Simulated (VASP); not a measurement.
A run of VASP 6.6.1 is set up as follows.

POSCAR

```
AlN
1.0
    0.0000000000      2.1362439000      1.9327921000
    2.1362439000      0.0000000000      1.9327921000
    2.1362439000      2.1362439000      0.0000000000
Al N
1 1
Direct
    0.5000000000      0.5000000000      0.5000000000
    0.0000000000      0.0000000000      0.0000000000
```

The input INCAR.step1:

```
SYSTEM = AlN
PREC = Accurate ; ENCUT = 520
ISMEAR = 0 ; SIGMA = 0.05
LREAL = .False. ; LASPH = .True.
NELM = 60 ; NBANDS = 11
GGA = PE ; ALGO = Normal
EDIFF = 1E-4 ; LWAVE = .True.
LCHARG = .False.
```

Contents of INCAR.step2:

```
SYSTEM = AlN
PREC = Accurate ; ENCUT = 520
EDIFF = 1E-6 ; ISMEAR = 0
SIGMA = 0.05 ; LREAL = .False.
LASPH = .True. ; NELM = 60
ALGO = Normal ; ISIF = 2
LWAVE = .False. ; LCHARG = .False.
METAGGA = R2SCAN ; LMIXTAU = .True.
NBANDS = 11 ; ISTART = 1
```

The input KPOINTS:

```
regular mesh
0
Gamma
  10 10 10
  0 0 0
```

Potentials or basis: VASP PAW PBE potentials, release 64 (Al, N).

Launch:

```sh
$ cat potpaw_PBE.64/Al/POTCAR potpaw_PBE.64/N/POTCAR > POTCAR
$ cp INCAR.step1 INCAR
$ mpirun -np 1 vasp_std > vasp.out
$ cp INCAR.step2 INCAR
$ mpirun -np 1 vasp_std > vasp.out
```

Question: Predict the pressure.

Answer: -12.9 GPa.

Question: Predict the band gap on the k mesh.

Answer: 4.26 eV (least direct gap 5.18 eV).

Stress tensor (GPa, compression positive):
```
-20.60   0.00   0.00
  0.00 -20.60   0.00
  0.00   0.00   2.43
```

Caveat: the cell differs from its parent crystal (strain +0.050 along x and y, -0.050 along z); the cell stands under tension; the PAW data sets were made with another functional, which shifts forces and pressure a little. A k mesh can miss the band edges.
